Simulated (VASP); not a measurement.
# Si2Ni (f.balt) (Fm-3m) in VASP: notebook

Si2Ni (f.balt) is run at these levels: PBEsol; tasks: single point, relaxation of cell and atoms.

Everything below comes from runs of VASP 6.6.1. Logs are shortened: lines on timing, memory, paths and dates and some standing lists are left out, and cuts for length are marked.

## 1. The cell of the first run

It takes space group Fm-3m (No. 225, cubic). The conventional cell has a = 5.390 Å, b = 5.390 Å, c = 5.390 Å, α = 90.00°, β = 90.00°, γ = 90.00°. Within 3.1 Å of Ni (site symmetry m-3m) lie 8 Si at 2.33 Å. Si (site symmetry -43m) has 4 Ni at 2.33 Å and 6 Si at 2.69 to 2.70 Å within 3.1 Å.

## 2. Single point, PBEsol

Input file INCAR:

```
PREC = Accurate
ENCUT = 600
EDIFF = 1E-6
ISMEAR = 0
SIGMA = 0.1
LREAL = F
LASPH = T
NELM = 120
ALGO = Normal
ISIF = 2
LWAVE = F
LCHARG = F
GGA = PS
NBANDS = 16
GGA_COMPAT = F
```

Input file KPOINTS:

```
Automatic mesh
0
Gamma
  6 6 6
```

Input file POSCAR:

```
Si2Ni
1.0
    0.0000000000      2.6950000000      2.6950000000
    2.6950000000      0.0000000000      2.6950000000
    2.6950000000      2.6950000000      0.0000000000
Ni Si
1 2
Direct
    0.0000000000      0.0000000000      0.0000000000
    0.2500000000      0.2500000000      0.2500000000
    0.7500000000      0.7500000000      0.7500000000
```

Potentials or basis: VASP PAW PBE potentials, release 64 (Ni, Si).

Started as:

```bash
$ cat potpaw_PBE.64/Ni/POTCAR potpaw_PBE.64/Si/POTCAR > POTCAR
$ mpirun -np 1 vasp_std > vasp.out
```

OUTCAR:

```text
PREC = Accurate
   ENCUT = 600
   EDIFF = 1E-6
   ISMEAR = 0
   LREAL = F
   LASPH = T
   NELM = 120
   ISIF = 2
   GGA = PS

 ion  position               nearest neighbor table
   1  0.000  0.000  0.000-   3 2.33   3 2.33   3 2.33   2 2.33   2 2.33   2 2.33   3 2.33   2 2.33

   2  0.250  0.250  0.250-   1 2.33   1 2.33   1 2.33   1 2.33   3 2.69   3 2.69   3 2.69   3 2.69
                             3 2.69   3 2.69
   3  0.750  0.750  0.750-   1 2.33   1 2.33   1 2.33   1 2.33   2 2.69   2 2.69   2 2.69   2 2.69
                             2 2.69   2 2.69

  LATTYP: Found a face centered cubic cell.
 ALAT       =     5.3900000000

  Lattice vectors:

 A1 = (   0.0000000000,   2.6950000000,   2.6950000000)
 A2 = (   2.6950000000,   0.0000000000,   2.6950000000)
 A3 = (   2.6950000000,   2.6950000000,   0.0000000000)

Analysis of symmetry for initial positions (statically):
=====================================================================
 Subroutine PRICEL returns:
 Original cell was already a primitive cell.

 Routine SETGRP: Setting up the symmetry group for a
 face centered cubic supercell.

 Subroutine GETGRP returns: Found 48 space group operations
 (whereof 48 operations were pure point group operations)
 out of a pool of 48 trial point group operations.

The static configuration has the point symmetry O_h .

Analysis of symmetry for dynamics (positions and initial velocities):
=====================================================================
 Subroutine PRICEL returns:
 Original cell was already a primitive cell.

 Routine SETGRP: Setting up the symmetry group for a
 face centered cubic supercell.

 Subroutine GETGRP returns: Found 48 space group operations
 (whereof 48 operations were pure point group operations)
 out of a pool of 48 trial point group operations.

The dynamic configuration has the point symmetry O_h .

 Subroutine INISYM returns: Found 48 space group operations
 (whereof 48 operations are pure point group operations),
 and found     1 'primitive' translations

----------------------------------------------------------------------------------------

                                     Primitive cell

  volume of cell :      39.1477

  direct lattice vectors                    reciprocal lattice vectors
     0.000000000  2.695000000  2.695000000    -0.185528757  0.185528757  0.185528757
[... 79 lines left out ...]
   EDIFF  = 0.1E-05   stopping-criterion for ELM
   LREAL  =      F    real-space projection
   EDIFFG = 0.1E-04   stopping-criterion for IOM
   NSW    =      0    number of steps for IOM
   IBRION =     -1    ionic relax: 0-MD 1-quasi-New 2-CG
   NFREE  =      0    steps in history (QN), initial steepest desc. (CG)
   ISIF   =      2    stress and relaxation
   ISYM   =      2    0-nonsym 1-usesym 2-fastsym
   POTIM  = 0.5000    time-step for ionic-motion
   TEBEG  =    0.0;   TEEND  =   0.0 temperature during run
   PSTRESS=    0.0 pullay stress
   NELECT =      18.0000    total number of electrons
   NUPDOWN=      -1.0000    fix difference up-down
   EMIN   =  10.00;   EMAX   =-10.00  energy-range for DOS
   EFERMI =   0.00;   METHOD = LEGACY
   ISMEAR =     0;   SIGMA  =   0.10  broadening in eV -4-tet -1-fermi 0-gaus
   EFERMI_NEDOS =   21; number of points for ismear=-14 and -15
   IALGO  =     38    algorithm
   IMIX   =      4    mixing-type and parameters
     AMIX     =   0.40;   BMIX     =  1.00
     AMIX_MAG =   1.60;   BMIX_MAG =  1.00
  volume/ion in A,a.u.               =      13.05        88.06
  Fermi-wavevector in a.u.,A,eV,Ry     =   1.263563  2.387788 21.722945  1.596591
  Thomas-Fermi vector in A             =   2.396913
   LORBIT       =      0    0 simple, 1 ext, 2 COOP (PROOUT), +10 PAW based schemes
   GGA     = PS    functional components
   LHFCALC =     F    Hartree Fock is set to
   AEXX    =    0.0000 exact exchange contribution
   IVDW    =     0    specifies the selected vdW correction
   LEPSILON=     F    determine dielectric tensor
   LRPA    =     F    only Hartree local field effects (RPA)
 non-spin polarized calculation
 Gauss-broadening in eV      SIGMA  =   0.10
  energy-cutoff  :      600.00
  volume of cell :       39.15
 maximum number of plane-waves:      1316
   NGX = 15   NGY = 15   NGZ = 15

 number of electron      17.9999991 magnetization

 Free energy of the ion-electron system (eV)
  ---------------------------------------------------
  ext. energy  EPLUGINS =         0.00000000
  ---------------------------------------------------
  free energy    TOTEN  =       -18.98009872 eV

  energy without entropy =      -18.97334143  energy(sigma->0) =      -18.97672008

 E-fermi :  10.5543     XC(G=0): -11.7389

 val. band max:       10.5371027187   @ k =   0.1667   0.1667   0.0000
 cond. band min:      10.8450697076   @ k =   0.3333   0.1667   0.0000
 fundamental gap:      0.3079669889
 Fermi energy:        10.5542500661

 k-point     1 :       0.0000    0.0000    0.0000
  band No.  band energies     occupation
      1      -3.4451      2.00000
      2       5.2324      2.00000
      3       5.2324      2.00000
      4       5.2324      2.00000
      5       6.9424      2.00000
      6       6.9424      2.00000
[... 281 lines left out ...]
      3       2.8705      2.00000
      4       4.3666      2.00000
      5       6.5044      2.00000
      6       6.8113      2.00000
[... 8 lines left out ...]
     15      20.0737      0.00000
     16      21.3381      0.00000

------------------------ aborting loop because EDIFF is reached ----------------------------------------

  FORCE on cell =-STRESS in cart. coord.  units (eV):
  Direction    XX          YY          ZZ          XY          YZ          ZX
  --------------------------------------------------------------------------------------
  -------------------------------------------------------------------------------------
  Total        0.1647996      0.1647996      0.1647996     -0.0000000      0.0000000     -0.0000000
  in kB        6.7446670      6.7446670      6.7446670     -0.0000000      0.0000000     -0.0000000
  external PRESSURE =       6.7446670 kB  Pullay stress =       0.0000000 kB

 VOLUME and BASIS-vectors are now :
 -----------------------------------------------------------------------------
  energy-cutoff  :      600.00
  volume of cell :       39.15
      direct lattice vectors                 reciprocal lattice vectors
     0.000000000  2.695000000  2.695000000    -0.185528757  0.185528757  0.185528757
     2.695000000  0.000000000  2.695000000     0.185528757 -0.185528757  0.185528757
     2.695000000  2.695000000  0.000000000     0.185528757  0.185528757 -0.185528757

 POSITION                                       TOTAL-FORCE (eV/Angst)
 -----------------------------------------------------------------------------------
      0.00000      0.00000      0.00000         0.000000      0.000000      0.000000
      1.34750      1.34750      1.34750         0.000000      0.000000      0.000000
      4.04250      4.04250      4.04250        -0.000000     -0.000000     -0.000000
 -----------------------------------------------------------------------------------
    total drift:                                0.000000     -0.000000     -0.000000

  FREE ENERGIE OF THE ION-ELECTRON SYSTEM (eV)
  ---------------------------------------------------
  free  energy   TOTEN  =       -18.9800987180 eV

  energy  without entropy=      -18.9733414337  energy(sigma->0) =      -18.97672008
```

OSZICAR:

```text
N       E                     dE             d eps       ncg     rms          rms(c)
DAV:   1     0.702378708473E+02    0.70238E+02   -0.84769E+03   512   0.130E+03
DAV:   2    -0.175522612674E+02   -0.87790E+02   -0.80512E+02   568   0.230E+02
DAV:   3    -0.212068160339E+02   -0.36546E+01   -0.36000E+01   688   0.512E+01
DAV:   4    -0.212626617765E+02   -0.55846E-01   -0.55817E-01   624   0.587E+00
DAV:   5    -0.212640914196E+02   -0.14296E-02   -0.14296E-02   648   0.100E+00    0.173E+01
DAV:   6    -0.264220142893E+02   -0.51579E+01   -0.44325E+01   512   0.156E+02    0.256E+01
DAV:   7    -0.191721253407E+02    0.72499E+01   -0.13584E+01   632   0.956E+01    0.413E+00
DAV:   8    -0.190326435821E+02    0.13948E+00   -0.18250E+00   680   0.225E+01    0.274E+00
DAV:   9    -0.189825997417E+02    0.50044E-01   -0.29144E-01   616   0.933E+00    0.704E-01
DAV:  10    -0.189802627232E+02    0.23370E-02   -0.10571E-02   728   0.193E+00    0.304E-01
DAV:  11    -0.189801185060E+02    0.14422E-03   -0.81733E-04   568   0.206E-01    0.693E-02
DAV:  12    -0.189800988180E+02    0.19688E-04   -0.82347E-05   696   0.173E-01    0.192E-02
DAV:  13    -0.189800990803E+02   -0.26226E-06   -0.10722E-05   720   0.359E-02    0.516E-03
DAV:  14    -0.189800987180E+02    0.36232E-06   -0.55972E-07   376   0.144E-02
   1 F= -.18980099E+02 E0= -.18976720E+02  d E =-.675728E-02
```

It took 27 s on 1 thread of Intel Xeon 8259CL, shared host; peak memory 0.16 GiB.

Results:

```
Free energy            : -18.9801 eV
Pressure               : 0.7 GPa
Band gap on the k mesh : zero (band 9 reaches 12.23 eV, above the bottom of band 10 at 10.11 eV)
```

Levels at points of the mesh, in eV from the Fermi level:
| k point | band 5 | band 6 | band 7 | band 8 | band 9 | band 10 | band 11 | band 12 | band 13 | band 14 |
| --- | --- | --- | --- | --- | --- | --- | --- | --- | --- | --- |
| (0.00, 0.00, 0.00) | -3.61 | -3.61 | -0.26 | 1.68 | 1.68 | 1.68 | 2.18 | 2.18 | 2.18 | 4.67 |
| (0.50, 0.00, 0.00) | -3.82 | -3.43 | -3.43 | -1.52 | -1.52 | 1.70 | 1.76 | 1.76 | 2.61 | 9.15 |
| (0.50, 0.50, 0.00) | -4.63 | -3.71 | -3.71 | -3.55 | -3.20 | -0.45 | 1.28 | 7.70 | 8.33 | 8.33 |

Caveat: the PAW data sets were made with another functional, which shifts forces and pressure a little.

## 3. Single point, PBEsol

Input file INCAR:

```
SYSTEM = Si2Ni
PREC     = Accurate       ! precision mode
ENCUT    = 600            ! plane-wave cutoff, eV
EDIFF    = 1E-6           ! SCF threshold, eV
ISMEAR   = 0              ! smearing method
SIGMA    = 0.1            ! smearing width, eV
LREAL    = .FALSE.        ! projectors in reciprocal space
LASPH    = .TRUE.         ! aspherical terms in the spheres
NELM     = 120            ! most SCF steps
ALGO     = Normal         ! electronic algorithm
ISIF     = 2              ! what is computed and relaxed
LWAVE    = .FALSE.        ! write WAVECAR
LCHARG   = .TRUE.         ! write CHGCAR
GGA      = PS             ! functional
LELF     = .TRUE.         ! ELF
LVHAR    = .TRUE.       
NBANDS   = 16             ! bands
GGA_COMPAT= .FALSE.
```

Input file KPOINTS:

```
Automatic mesh
0
G
  14 14 14
  0 0 0
```

Input file POSCAR:

```
Si2Ni
1.0
    0.0000000000      2.6956064789      2.6956064789
    2.6956064789      0.0000000000      2.6956064789
    2.6956064789      2.6956064789      0.0000000000
Ni Si
1 2
Direct
    0.0000000000      0.0000000000      0.0000000000
    0.2500000000      0.2500000000      0.2500000000
    0.7500000000      0.7500000000      0.7500000000
```

Potentials or basis: VASP PAW PBE potentials, release 64 (Ni, Si).

Started as:

```bash
$ cat potpaw_PBE.64/Ni/POTCAR potpaw_PBE.64/Si/POTCAR > POTCAR
$ mpirun -np 1 vasp_std > vasp.out
```

OUTCAR:

```text
SYSTEM = Si2Ni
   PREC = Accurate
   ENCUT = 600
   EDIFF = 1E-6
   ISMEAR = 0
   LREAL = .FALSE.
   LASPH = .TRUE.
   NELM = 120
   ISIF = 2
   GGA = PS

 ion  position               nearest neighbor table
   1  0.000  0.000  0.000-   3 2.33   3 2.33   3 2.33   2 2.33   2 2.33   2 2.33   3 2.33   2 2.33

   2  0.250  0.250  0.250-   1 2.33   1 2.33   1 2.33   1 2.33   3 2.70   3 2.70   3 2.70   3 2.70
                             3 2.70   3 2.70
   3  0.750  0.750  0.750-   1 2.33   1 2.33   1 2.33   1 2.33   2 2.70   2 2.70   2 2.70   2 2.70
                             2 2.70   2 2.70

  LATTYP: Found a face centered cubic cell.
 ALAT       =     5.3912129578

  Lattice vectors:

 A1 = (   0.0000000000,   2.6956064789,   2.6956064789)
 A2 = (   2.6956064789,   0.0000000000,   2.6956064789)
 A3 = (   2.6956064789,   2.6956064789,   0.0000000000)

Analysis of symmetry for initial positions (statically):
=====================================================================
 Subroutine PRICEL returns:
 Original cell was already a primitive cell.

 Routine SETGRP: Setting up the symmetry group for a
 face centered cubic supercell.

[... 171 lines left out ...]
 cond. band min:      10.5569736203   @ k =  -0.2143   0.1429   0.0000
 fundamental gap:      0.0806883093
 Fermi energy:        10.5312819526

 k-point     1 :       0.0000    0.0000    0.0000
  band No.  band energies     occupation
      1      -3.4483      2.00000
      2       5.2175      2.00000
      3       5.2175      2.00000
      4       5.2175      2.00000
      5       6.9233      2.00000
      6       6.9233      2.00000
[... 433 lines left out ...]
      3       5.3806      2.00000
      4       5.4225      2.00000
      5       6.3866      2.00000
      6       7.0558      2.00000
[... 8 lines left out ...]
     15      17.5588      0.00000
     16      17.8045      0.00000

 [... further k-points ...]

------------------------ aborting loop because EDIFF is reached ----------------------------------------

  FORCE on cell =-STRESS in cart. coord.  units (eV):
  Direction    XX          YY          ZZ          XY          YZ          ZX
  --------------------------------------------------------------------------------------
  -------------------------------------------------------------------------------------
  Total        0.0142811      0.0142811      0.0142811      0.0000000      0.0000000     -0.0000000
  in kB        0.5840810      0.5840810      0.5840810      0.0000000      0.0000000     -0.0000000
  external PRESSURE =       0.5840810 kB  Pullay stress =       0.0000000 kB

 VOLUME and BASIS-vectors are now :
 -----------------------------------------------------------------------------
  energy-cutoff  :      600.00
  volume of cell :       39.17
      direct lattice vectors                 reciprocal lattice vectors
     0.000000000  2.695606479  2.695606479    -0.185487015  0.185487015  0.185487015
     2.695606479  0.000000000  2.695606479     0.185487015 -0.185487015  0.185487015
     2.695606479  2.695606479  0.000000000     0.185487015  0.185487015 -0.185487015

 POSITION                                       TOTAL-FORCE (eV/Angst)
 -----------------------------------------------------------------------------------
      0.00000      0.00000      0.00000        -0.000000      0.000000     -0.000000
      1.34780      1.34780      1.34780        -0.000000      0.000000      0.000000
      4.04341      4.04341      4.04341         0.000000     -0.000000     -0.000000
 -----------------------------------------------------------------------------------
    total drift:                                0.000000     -0.000000     -0.000000

  FREE ENERGIE OF THE ION-ELECTRON SYSTEM (eV)
  ---------------------------------------------------
  free  energy   TOTEN  =       -18.9836420268 eV

  energy  without entropy=      -18.9792887915  energy(sigma->0) =      -18.98146541
```

OSZICAR:

```text
N       E                     dE             d eps       ncg     rms          rms(c)
DAV:   1     0.696187485028E+02    0.69619E+02   -0.85651E+03  3352   0.129E+03
DAV:   2    -0.173945580547E+02   -0.87013E+02   -0.79622E+02  3568   0.231E+02
DAV:   3    -0.212054640061E+02   -0.38109E+01   -0.37241E+01  4392   0.522E+01
DAV:   4    -0.212656945230E+02   -0.60231E-01   -0.60203E-01  3784   0.606E+00
DAV:   5    -0.212672322442E+02   -0.15377E-02   -0.15376E-02  4392   0.104E+00    0.173E+01
DAV:   6    -0.262770936402E+02   -0.50099E+01   -0.44997E+01  3472   0.157E+02    0.256E+01
DAV:   7    -0.191531057849E+02    0.71240E+01   -0.13325E+01  4160   0.966E+01    0.396E+00
DAV:   8    -0.190323680238E+02    0.12074E+00   -0.17628E+00  4536   0.213E+01    0.267E+00
DAV:   9    -0.189859607688E+02    0.46407E-01   -0.26405E-01  4104   0.885E+00    0.660E-01
DAV:  10    -0.189838108663E+02    0.21499E-02   -0.89819E-03  4728   0.179E+00    0.302E-01
DAV:  11    -0.189836297821E+02    0.18108E-03   -0.94873E-04  4928   0.335E-01    0.479E-02
DAV:  12    -0.189836460564E+02   -0.16274E-04   -0.41968E-05  4104   0.654E-02    0.250E-02
DAV:  13    -0.189836420506E+02    0.40058E-05   -0.14089E-05  4184   0.894E-02    0.655E-03
DAV:  14    -0.189836420268E+02    0.23820E-07   -0.10199E-06  2344   0.938E-03
   1 F= -.18983642E+02 E0= -.18981465E+02  d E =-.435324E-02
```

Wall time 2.4 min (1 thread of Intel Xeon 8259CL, shared host); peak memory 0.22 GiB.

What came out:

```
Free energy            : -18.9836 eV
Pressure               : 0.1 GPa
Band gap on the k mesh : zero (band 9 reaches 12.21 eV, above the bottom of band 10 at 10.08 eV)
```

Caveat: the PAW data sets were made with another functional, which shifts forces and pressure a little. Spin polarisation is off, so any magnetic state and its effect on volume and gap are missing.

## 4. Relaxation of cell and atoms, PBEsol

Input file INCAR:

```
SYSTEM = Si2Ni
PREC = Accurate
ENCUT = 600
EDIFF = 1E-7
ISMEAR = 0
SIGMA = 0.1
LREAL = .FALSE.
LASPH = .TRUE.
NELM = 120
ALGO = Normal
ISIF = 3
LWAVE = .FALSE.
LCHARG = .FALSE.
GGA = PS
IBRION = 2
NSW = 100
EDIFFG = -0.002
GGA_COMPAT = .FALSE.
NELMIN = 4
```

KPOINTS is that of step 3.

Input file POSCAR:

```
Si2Ni
1.0
    0.0000000000      2.6950000000      2.6950000000
    2.6950000000      0.0000000000      2.6950000000
    2.6950000000      2.6950000000      0.0000000000
Ni Si
1 2
Direct
    0.0000000000      0.0000000000      0.0000000000
    0.2500000000      0.2500000000      0.2500000000
    0.7500000000      0.7500000000      0.7500000000
```

Started as:

```bash
$ cat potpaw_PBE.64/Ni/POTCAR potpaw_PBE.64/Si/POTCAR > POTCAR
$ mpirun -np 1 vasp_std > vasp.out
```

It took 4.5 min on 1 thread of Intel Xeon 8259CL, shared host; peak memory 0.22 GiB.

Results (log left out):

| Quantity | Value |
| --- | --- |
| Free energy | -18.9836 eV |
| Relaxed volume | 13.07 Å³/atom |
| Relaxed cell | a = 3.813 Å, b = 3.813 Å, c = 3.813 Å, α = 60.00°, β = 60.00°, γ = 60.00° |
| Space group after relaxing (to 0.05 Å) | Fm-3m (No. 225) |
| Energy gained by relaxing | 0.0 meV/atom |
| Ionic steps | 3 |
| Pressure after relaxing | 0.0 GPa |
| Band gap on the k mesh | zero (band 9 reaches 12.20 eV, above the bottom of band 10 at 10.07 eV) |

Final structure:
```
Ni Si
1.0
     0.00000    2.69633    2.69633
     2.69633    0.00000    2.69633
     2.69633    2.69633    0.00000
Ni Si
1 2
Direct
  0.00000 0.00000 0.00000
  0.25000 0.25000 0.25000
  0.75000 0.75000 0.75000
```

Levels at points of the mesh, in eV from the Fermi level:
| k point | band 7 | band 8 | band 9 | band 10 | band 11 | band 12 |
| --- | --- | --- | --- | --- | --- | --- |
| (0.00, 0.00, 0.00) | -0.26 | 1.68 | 1.68 | 1.68 | 2.20 | 2.20 |
| (0.50, 0.00, 0.00) | -3.42 | -1.51 | -1.51 | 1.71 | 1.77 | 1.77 |
| (0.50, 0.50, 0.00) | -3.70 | -3.53 | -3.19 | -0.45 | 1.29 | 7.71 |

Caveat: the PAW data sets were made with another functional, which shifts forces and pressure a little.

## 5. The runs side by side

| task | cell | k mesh | gap on the mesh (eV) | pressure (GPa) |
| --- | --- | --- | --- | --- |
| single point | a = 3.811 Å, angles 60.0°, 3 atoms | 6 × 6 × 6 | none | 0.7 |
| single point | a = 3.812 Å, angles 60.0°, 3 atoms | 14 × 14 × 14 | none | 0.1 |
| relaxation of cell and atoms | relaxed from a = 3.811 Å, angles 60.0°, 3 atoms | 14 × 14 × 14 | none | 0.0 |

Alike in all rows: level PBEsol; potentials or basis VASP PAW PBE potentials, release 64 (Ni, Si); no spin polarisation; cutoff (eV) 600; smearing gaussian 0.1 eV.

Caveats: the PAW data sets were made with another functional, which shifts forces and pressure a little.

Total energies depend on the potentials used, so only differences within one code and one set of settings carry meaning.
